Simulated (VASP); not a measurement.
Runs of VASP 6.6.1 on Na. The structure is that of space group Im-3m (No. 229), or close to it. The cells are those of the table. 

```tsv
task	level	cell	k mesh	smearing	gap on the mesh (eV)	pressure (GPa)
single point	PBE	a = 3.655 Å, angles 109.2°, 1 atom	11 × 11 × 11	fermi-dirac 0.03 eV	none	-0.2
electric field gradients	PBE	a = 3.668 Å, angles 108.9, 108.9, 110.7°, 1 atom	11 × 11 × 11	fermi-dirac 0.03 eV	none	-0.2
electric field gradients	PBE	a = 3.668 Å, angles 108.9, 108.9, 110.7°, 1 atom	11 × 11 × 11	methfessel-paxton 0.05 eV	none	-0.2
electric field gradients	PBE+D3(BJ)	a = 3.740 Å, angles 109.5°, 1 atom	16 × 16 × 16	fermi-dirac 0.03 eV	none	(a)
electric field gradients	PBE	a = 3.593 Å, angles 109.5°, 1 atom	11 × 11 × 11	fermi-dirac 0.03 eV	none	0.3
```

Alike in all rows: potentials or basis VASP PAW PBE potentials, release 64 (Na_pv); no spin polarisation; cutoff (eV) 520.

**Question.** Estimate the missing entries.

**Answer.** (a) -1.1.

A gap of «none» marks levels without a gap at the run's occupations.
